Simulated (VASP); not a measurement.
Crystal: Sc2AsSe.

```
Sc As Se
1.0
     0.00000    3.80350    5.01791
     2.59158    0.00000    5.01791
     2.59158    3.80350    0.00000
Sc As Se
2 1 1
Direct
  0.24883 0.24883 0.75117
  0.75117 0.75117 0.24883
  0.00000 0.00000 0.00000
  0.50000 0.50000 0.50000
```

The cell was generated, and may not be a known phase.

* Program: VASP 6.6.1
* Task: relaxation of cell and atoms
* Functional: PBE
* Potentials or basis: VASP PAW PBE potentials, release 64 (Sc_sv, As, Se)
* Cutoff: 600 eV
* k mesh: 4 × 4 × 4
* Occupations: gaussian, width 0.1 eV
* Spin: no spin polarisation

At the start: pressure 11.0 GPa; volume 24.73 Å³/atom.

Problem. How do energy, volume and symmetry change on relaxing?

Solution. Over 15 steps the energy falls by 392.4 meV/atom and the volume is 24.45 Å³/atom (-1.2 %); space group Fmmm (No. 69, to 0.1 Å) before, I4/mmm (No. 139, to 0.1 Å).

Step by step:
| step | energy change (eV) | largest force (eV/Å) | pressure (GPa) | volume (Å³) |
| --- | --- | --- | --- | --- |
| 1 | 0.0000 | 1.1203 | 11.03 | 98.92 |
| 2 | -1.0313 | 0.4112 | -4.48 | 124.33 |
| 3 | -1.1119 | 0.5246 | -2.09 | 117.51 |
| 4 | -1.2168 | 0.1398 | 0.76 | 113.23 |
| 5 | -1.2308 | 0.2687 | -0.09 | 114.29 |
| 6 | -1.2786 | 0.1136 | -0.67 | 113.17 |
| 7 | -1.4099 | 0.2734 | -1.88 | 109.49 |
| 8 | -1.4309 | 0.4602 | -0.23 | 100.62 |
| 9 | -1.4663 | 0.3834 | -2.00 | 106.76 |
| 10 | -1.4820 | 0.4289 | -1.85 | 105.42 |
| 11 | -1.5306 | 0.3952 | -0.87 | 101.63 |
| 12 | -1.5407 | 0.3549 | -0.20 | 99.53 |
| 13 | -1.5524 | 0.2361 | -0.48 | 99.53 |
| 14 | -1.5622 | 0.0348 | -0.91 | 99.51 |
| 15 | -1.5696 | 0.0202 | -0.01 | 97.78 |

Final structure:
```xyz
4
Lattice="0.0000 3.0044 5.3821 3.0235 0.0000 5.3821 3.0235 3.0044 0.0000" Properties=species:S:1:pos:R:3 pbc="T T T"
Sc    3.0235    3.0044    2.8301
Sc    3.0235    3.0044    7.9340
As    0.0000    0.0000    0.0000
Se    3.0235    3.0044    5.3821
```

Caveat: the k points lie up to 0.40 Å⁻¹ apart in the final cell, too coarse for converged energies and pressures of a metal; an odd number of electrons without spin polarisation forces a metal; a magnetic or distorted state may lie lower.
